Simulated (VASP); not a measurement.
HgTe:

```xyz
2
Lattice="-3.0456 3.0456 1.5594 3.0456 -3.0456 1.5594 3.0456 3.0456 -1.5594" Properties=species:S:1:pos:R:3 pbc="T T T"
Hg    3.0456    0.0000    0.7797
Te    0.0000    0.0000    0.0000
```

Base run:

| Item | Value |
| --- | --- |
| Program | VASP 6.6.1 |
| Functional | PBEsol |
| Potentials or basis | VASP PAW PBE potentials, release 64 (Hg, Te) |
| Cutoff | 520 eV |
| k mesh | 8 × 8 × 8 |
| Occupations | methfessel-paxton, width 0.01 eV |
| Spin | no spin polarisation |

Its results: band gap on the k mesh zero (band 9 reaches 5.74 eV, above the bottom of band 10 at 2.76 eV); pressure -3.6 GPa.

Q: The run is repeated on the same cell with these changes: functional from PBEsol to BLYP; further incar settings from ALGO = Normal; EDIFF = 1e-06; NBANDS = 16 to ALGO = Normal; EDIFF = 1e-07; NBANDS = 16. What comes out?

A: Band gap on the k mesh zero (band 9 reaches 6.31 eV, above the bottom of band 10 at 3.45 eV); pressure 4.3 GPa.

Caveats: the PAW data sets were made with another functional, which shifts forces and pressure a little; spin-orbit coupling is left out, which moves the levels of the heavy elements.
